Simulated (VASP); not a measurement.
Crystal: SnC2.

```
Sn C
1.0
     4.98769    0.00000    0.00000
     0.00000    5.13956    0.00000
     0.00000    0.00000    3.35710
Sn C
2 4
Direct
  0.50000 0.50000 0.50000
  0.00000 0.00000 0.00000
  0.22500 0.82500 0.50000
  0.72500 0.67500 0.00000
  0.77500 0.17500 0.50000
  0.27500 0.32500 0.00000
```

* Program: VASP 6.6.1
* Task: relaxation of cell and atoms
* Functional: PBE
* Potentials or basis: VASP PAW PBE potentials, release 64 (Sn_d, C)
* Cutoff: 600 eV
* k mesh: 4 × 4 × 6
* Occupations: gaussian, width 0.1 eV
* Spin: no spin polarisation

At the start: pressure 9.9 GPa; volume 14.34 Å³/atom.

Problem. Where does the relaxation end?

Solution. Over 34 steps the energy falls by 1572.5 meV/atom and the volume is 14.00 Å³/atom (-2.4 %); space group Pnnm (No. 58, to 0.1 Å) before and after.

Step by step:
```tsv
step	energy change (eV)	largest force (eV/Å)	pressure (GPa)	volume (Å³)
1	0.0000	0.3937	9.86	86.06
2	-0.1833	0.3259	-5.08	97.49
3	-0.2469	0.3530	-0.85	93.33
4	-0.2883	0.3165	-0.77	92.96
5	-0.3868	0.4198	-0.70	91.78
6	-0.5983	0.9454	-1.25	89.04
7	-1.9970	1.1226	-5.49	82.02
8	-2.4208	17.4034	87.26	61.62
9	-3.0712	0.6550	-6.79	78.67
10	-5.0323	1.6500	6.05	70.84
11	-5.3818	6.6600	27.93	66.41
12	-5.3500	3.5120	13.48	68.71
13	-5.4579	5.0200	19.46	67.57
14	-5.8498	4.3732	16.12	68.11
15	-6.7808	2.7064	7.99	69.72
16	-7.7994	0.1558	-1.08	72.94
17	-7.9320	2.4843	-4.63	79.30
18	-8.1389	1.4779	-3.77	76.45
19	-8.4935	1.9803	-1.41	76.35
20	-8.8149	2.5910	2.93	76.08
21	-8.8254	2.7415	4.53	75.98
22	-9.0994	1.6610	4.61	76.84
23	-9.1465	1.1625	5.48	77.35
24	-9.2928	1.0207	1.88	78.90
25	-9.3194	1.1018	-0.37	79.95
26	-9.3719	0.2978	-0.04	80.32
27	-9.3769	0.3774	0.27	80.47
28	-9.3941	0.2387	1.30	80.65
29	-9.4028	0.0502	2.76	80.89
30	-9.4143	0.1358	2.13	81.55
31	-9.4291	0.4765	0.17	83.54
32	-9.4345	0.1119	-0.44	84.21
33	-9.4348	0.0395	-0.32	84.09
34	-9.4351	0.0345	-0.02	84.01
```

Final structure:
```xyz
6
Lattice="2.6236 0.0000 0.0000 0.0000 6.0073 0.0000 0.0000 0.0000 5.3304" Properties=species:S:1:pos:R:3 pbc="T T T"
Sn    1.3118    3.0036    2.6652
Sn    0.0000    0.0000    0.0000
C     0.6629    5.7671    2.6652
C     1.9747    3.2438    5.3304
C     1.9607    0.2402    2.6652
C     0.6489    2.7634    0.0000
```

Caveat: the highest band is partly filled, so the run has too few bands; a cell axis changed by over 15 % at a fixed basis, so the end point is rough.
